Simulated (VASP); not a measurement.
Here is a VASP 6.6.1 calculation.

File INCAR:

```
  PREC = Accurate
  ENCUT = 520
  EDIFF = 1E-6
  ISMEAR = 0
  SIGMA = 0.15
  LREAL = F
  LASPH = T
  NELM = 100
  ALGO = Fast
  ISIF = 2
  LWAVE = F
  LCHARG = F
  GGA = PS
  NBANDS = 16
```

File KPOINTS:

```
regular mesh
0
Gamma
  20 20 20
```

The input POSCAR:

```
AlRu
1.0
    3.0320666491      0.0000000000      0.0000000000
    0.0000000000      2.9207489965      0.0000000000
    0.0000000000      0.0000000000      2.9764078228
Al Ru
1 1
Direct
    0.0000000000      0.0000000000      0.0000000000
    0.5000000000      0.5000000000      0.5000000000
```

Potentials or basis: VASP PAW PBE potentials, release 64 (Al, Ru_pv).

Command:

```bash
$ cat potpaw_PBE.64/Al/POTCAR potpaw_PBE.64/Ru_pv/POTCAR > POTCAR
$ mpirun -np 1 vasp_std > vasp.out
```

Predict the band gap on the k mesh.

zero (an odd number of electrons rules out a gap without spin polarisation).

Predict the pressure.

0.2 GPa.

Stress tensor (GPa, compression positive):
```
-3.14  0.00  0.00
 0.00  3.57  0.00
 0.00  0.00  0.05
```

Caveat: the cell differs from its parent crystal (strain +0.0187 x Voigt [1, -1, 0, 0, 0, 0]); the stress differs along the axes, from -3 to 4 GPa; the PAW data sets were made with another functional, which shifts forces and pressure a little.
